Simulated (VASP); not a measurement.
Crystal: AlN.

```
Al N
1.0
     3.11300    0.00000    0.00000
    -1.55650    2.69594    0.00000
     0.00000    0.00000    4.98100
Al N
2 2
Direct
  0.66667 0.33333 0.50000
  0.33333 0.66667 0.00000
  0.66667 0.33333 0.88000
  0.33333 0.66667 0.38000
```

```yaml
Program: VASP 6.6.1
Task: relaxation of cell and atoms
Functional: PBEsol-based screened hybrid with 25 % exact exchange
Potentials_or_basis: VASP PAW PBE potentials, release 64 (Al, N)
Cutoff: 600 eV
k_mesh: 5 × 5 × 3
Occupations: fermi-dirac, width 0.05 eV
Spin: no spin polarisation
```

At the start: pressure -3.9 GPa; volume 10.45 Å³/atom.

Question: How do energy, volume and symmetry change on relaxing?

Answer: Over 6 steps the energy falls by 2.8 meV/atom and the volume is 10.25 Å³/atom (-1.9 %); space group P6_3mc (No. 186, to 0.1 Å) before and after.

Step by step:
```
step  energy change (eV)  largest force (eV/Å)  pressure (GPa)  volume (Å³)
   1              0.0000                0.1313           -3.91        41.80
   2              0.0002                0.0846            4.26        40.28
   3             -0.0107                0.0283            0.01        41.03
   4             -0.0107                0.0262            0.09        41.02
   5             -0.0110                0.0122            0.09        41.02
   6             -0.0110                0.0034            0.08        41.01
```

Final structure:
```
Al N
1.0
     3.09443    0.00000    0.00000
    -1.54722    2.67986    0.00000
     0.00000    0.00000    4.94548
Al N
2 2
Cartesian
  1.5472 0.8933 2.4668
  0.0000 1.7866 4.9395
  1.5472 0.8933 4.3580
  0.0000 1.7866 1.8852
```

Caveat: the k points lie up to 0.47 Å⁻¹ apart in the final cell; the PAW data sets were made with another functional, which shifts forces and pressure a little.
